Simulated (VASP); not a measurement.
InBiO, 6 atoms in the cell. The structure is hexagonal, space group P6_3/mmc (No. 194). Conventional cell: a = 4.627 Å, b = 4.627 Å, c = 7.572 Å, α = 90.00°, β = 90.00°, γ = 120.00°. Within 3.5 Å of In (site symmetry -6m2) lie 3 O at 2.67 Å and 6 Bi at 3.27 Å. Bi (site symmetry -3m) has 6 In at 3.27 Å and 6 O at 3.27 Å and 2 Bi at 3.79 Å within 4.3 Å. Within 3.5 Å of O (site symmetry -6m2) lie 3 In at 2.67 Å and 6 Bi at 3.27 Å. 

```yaml
Program: VASP 6.6.1
Task: relaxation of cell and atoms
Functional: PBE
Potentials_or_basis: VASP PAW PBE potentials, release 64 (In_d, Bi_d, O)
Cutoff: 600 eV
k_mesh: 6 × 6 × 2
Occupations: gaussian, width 0.1 eV
Spin: no spin polarisation
Dipole_correction: no
Further_INCAR_settings: ALGO = Normal; EDIFF = 1e-06; IBRION = 2; EDIFFG = -0.04; NSW = 90; ISIF = 3
```

Potentials or basis: VASP PAW PBE potentials, release 64 (In_d, Bi_d, O).

Run with:

```bash
$ cat potpaw_PBE.64/In_d/POTCAR potpaw_PBE.64/Bi_d/POTCAR potpaw_PBE.64/O/POTCAR > POTCAR
$ mpirun -np 1 vasp_std > vasp.out
```

Hardware: 1 thread of Oxide Virtual Turin-like Processor, with other jobs on the host.

Problem. Estimate the wall time of this run.

Solution. It took 24 min on 1 thread of Oxide Virtual Turin-like Processor, with other jobs on the host, peak memory 0.34 GiB. Counts: scf iterations 149, k points 14, ion steps 13.
